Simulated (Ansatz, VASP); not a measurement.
One calculation of Be, two programs

The input INCAR:

```
PREC = Accurate
ENCUT = 600
EDIFF = 1E-6
ISMEAR = -1
SIGMA = 0.1
LREAL = False
LASPH = True
NELM = 120
ALGO = Normal
ISIF = 2
LWAVE = False
LCHARG = False
GGA = PE
NBANDS = 7
GGA_COMPAT = False
```

The input KPOINTS:

```
regular mesh
0
Gamma
  20 20 20
```

The input POSCAR:

```
Be
1.0
    1.6398448908      0.0000000000      0.0000000000
    0.0000000000      1.6398448908      0.0000000000
    0.0000000000      0.0000000000      1.6398448908
Be
1
Direct
    0.0000000000      0.0000000000      0.0000000000
```

Input for Ansatz:

```yaml
crystal:
  lattice:
    - [1.6398448908, 0.0, 0.0]
    - [0.0, 1.6398448908, 0.0]
    - [0.0, 0.0, 1.6398448908]
  atoms:
    - { symbol: Be, position: [0.0, 0.0, 0.0] }
kpoints:
  mp_grid: { grid: [20, 20, 20] }
  band_path:
    path:
      - [0.0, 0.0, 0.0]
      - [0.0, 0.5, 0.0]
      - [0.5, 0.5, 0.0]
      - [0.0, 0.0, 0.0]
      - [0.5, 0.5, 0.5]
      - [0.0, 0.5, 0.0]
      - [0.5, 0.5, 0.5]
      - [0.5, 0.5, 0.0]
    npoints: 8
scf:
  occupations: { method: fermi_dirac, width: 0.1 }
hamiltonian:
  xc: pbe
  pseudopotentials: { kind: all_electron, lapw: { basis_error: 0.001 } }
output:
  forces: true
  stress: true
  eigenvalues: true
  populations: true
  dos: { projected: true, de: 0.2, e_range: [-14, 8] }
```

Change from the starting cell: volume scaled by 0.43, LAPW.

Alike in both runs: task single point; functional PBE; k mesh 20 × 20 × 20; occupations fermi-dirac, width 0.1 eV; no spin polarisation.

|  | VASP | Ansatz |
| --- | --- | --- |
| version | VASP 6.6.1 | Ansatz 0.2.0 |
| potentials or method | VASP PAW PBE potentials, release 64 (Be), cutoff 600 eV | all-electron LAPW, scalar-relativistic |

Ansatz gave:

* pressure (GPa): 242.9

Task: Estimate VASP's values.

Result: Pressure (GPa): 244.6.

Both programs put the cell under a high pressure, so it lies far from rest at this level. Ansatz ran all-electron here, and VASP with PAW potentials.

Noted on VASP's run: the cell as given lies far from equilibrium.
